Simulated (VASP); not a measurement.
Here is a VASP 6.6.1 calculation.

File INCAR:

```
SYSTEM = C
  PREC = Accurate
  ENCUT = 600
  EDIFF = 1E-7
  ISMEAR = 0
  SIGMA = 0.02
  LREAL = .False.
  LASPH = .True.
  NELM = 80
  ALGO = Normal
  ISIF = 4
  LWAVE = .False.
  LCHARG = .False.
  GGA = PE
  IVDW = 12
  IBRION = 2
  NSW = 50
  EDIFFG = -0.01
```

The input KPOINTS:

```
regular mesh
0
Gamma
  18 18 18
  0 0 0
```

POSCAR

```
C
1.0
    0.0000000000      2.1633848192      3.6320761139
    1.2494062401      0.0000000000      3.6320761139
    1.2494062401      2.1633848192      0.0000000000
C
2
Direct
    0.1666821177      0.8333178823      0.1666821177
    0.8333178823      0.1666821177      0.8333178823
```

Potentials or basis: VASP PAW PBE potentials, release 64 (C).

Launch:

```bash
$ cat potpaw_PBE.64/C/POTCAR > POTCAR
$ mpirun -np 1 vasp_std > vasp.out
```

Question: Predict the dispersion energy per atom.

Answer: -0.138 eV.

Final structure:
```
CELL_PARAMETERS angstrom
0.00000 2.13859 3.71694
1.23504 0.00000 3.71694
1.23504 2.13859 0.00000
ATOMIC_POSITIONS crystal
C 0.16668 0.83332 0.16668
C 0.83332 0.16668 0.83332
```
